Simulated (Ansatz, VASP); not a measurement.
## Te: VASP beside Ansatz

INCAR

```
SYSTEM = Te
  PREC = Accurate
  ENCUT = 600
  EDIFF = 1E-6
  ISMEAR = 0
  SIGMA = 0.1
  LREAL = .False.
  LASPH = .True.
  NELM = 60
  ALGO = Normal
  ISIF = 3
  LWAVE = .False.
  LCHARG = .False.
  GGA = PE
  IBRION = 2
  NSW = 90
  EDIFFG = -0.04
```

File KPOINTS:

```
Automatic mesh
0
Gamma
  6 6 6
  0 0 0
```

File POSCAR:

```
Te
1.0
    3.4731943785      0.0000000000      0.0000000000
   -1.7365971893      3.0078745641      0.0000000000
    0.0000000000      0.0000000000      3.2452659974
Te
1
Direct
    0.0000000000      0.0000000000      0.0000000000
```

Input for Ansatz:

```yaml
crystal:
  lattice:
    - [3.4731943785, 0.0, 0.0]
    - [-1.7365971893, 3.0078745641, 0.0]
    - [0.0, 0.0, 3.2452659974]
  atoms:
    - { symbol: Te, position: [0.0, 0.0, 0.0] }
basis:
  ecutwfc: 420
kpoints:
  mp_grid: { grid: [6, 6, 6] }
hamiltonian:
  xc: pbe
scf:
  occupations: { method: gaussian, width: 0.1 }
  lower_state_search: "off"
output:
  forces: true
  stress: true
  eigenvalues: true
relax:
  adjacent_minimum: "off"
  f_tol: 0.04
  max_steps: 70
  cell: { stress_tol: 0.4 }
```

Alike in both runs: task relaxation of cell and atoms; functional PBE; k mesh 6 × 6 × 6; occupations gaussian, width 0.1 eV; no spin polarisation.

```csv
,VASP,Ansatz
version,VASP 6.6.1,Ansatz 0.2.0
potentials or method,"VASP PAW PBE potentials, release 64 (Te), cutoff 600 eV","scalar-relativistic, plane waves, PAW"
valence electrons in the cell,6,16
```

```csv
,VASP,Ansatz,Ansatz less VASP
"gap on the k mesh at the Fermi level, each at its own relaxed structure (eV)",none,none,-
relaxed volume (Å³/atom),30.66,30.77,+0.111
relaxed cell length with the largest relative difference (Å),3.129,3.135,+0.0055
```

A gap of «none» marks a metal or a gap that the smearing closes. VASP's potentials hold 6 valence electrons a cell and Ansatz's 16, so a difference there can come from the potentials and not from the codes.

Spin-orbit coupling is off throughout.
